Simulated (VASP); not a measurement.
Runs of VASP 6.6.1 on Pt. The structure is that of space group Pm-3m (No. 221), or close to it. The cells are those of the table. The cell was built from a structure type or drawn by symmetry, and may not be a known phase.

| task | cell | k mesh | cutoff (eV) | gap on the mesh (eV) | pressure (GPa) | relaxed volume (Å³/atom) |
| --- | --- | --- | --- | --- | --- | --- |
| relaxation of cell and atoms | relaxed from a = 2.534, b = 2.534, c = 2.349 Å, 1 atom | 6 × 6 × 8 | 600 | none | 0.0 | 18.10 |
| single point | a = 2.534, b = 2.534, c = 2.349 Å, 1 atom | 6 × 6 × 8 | 520 | none | (a) | - |
| single point | a = 2.634, b = 2.634, c = 2.614 Å, 1 atom | 6 × 6 × 8 | 520 | none | -0.5 | - |
| relaxation of cell and atoms | relaxed from a = 2.628 Å, 1 atom | 20 × 20 × 20 | 600 | none | 0.0 | 18.03 |
| single point | a = 2.624 Å, 1 atom | 20 × 20 × 20 | 520 | none | -0.5 | - |

Alike in all rows: level PBE; potentials or basis VASP PAW PBE potentials, release 64 (Pt); no spin polarisation; smearing gaussian 0.1 eV.

Problem. Estimate the missing entries.

Solution. (a) 59.2.

Caveats: some runs use coarse meshes; spin-orbit coupling is left out, which moves the levels of the heavy elements; the volume moved by over 15 % at a fixed basis, so the end points are rough (at least some runs).

A k mesh can miss the band edges, and the runs leave out spin-orbit coupling on Pt.

A gap of «none» marks levels without a gap at the run's occupations.
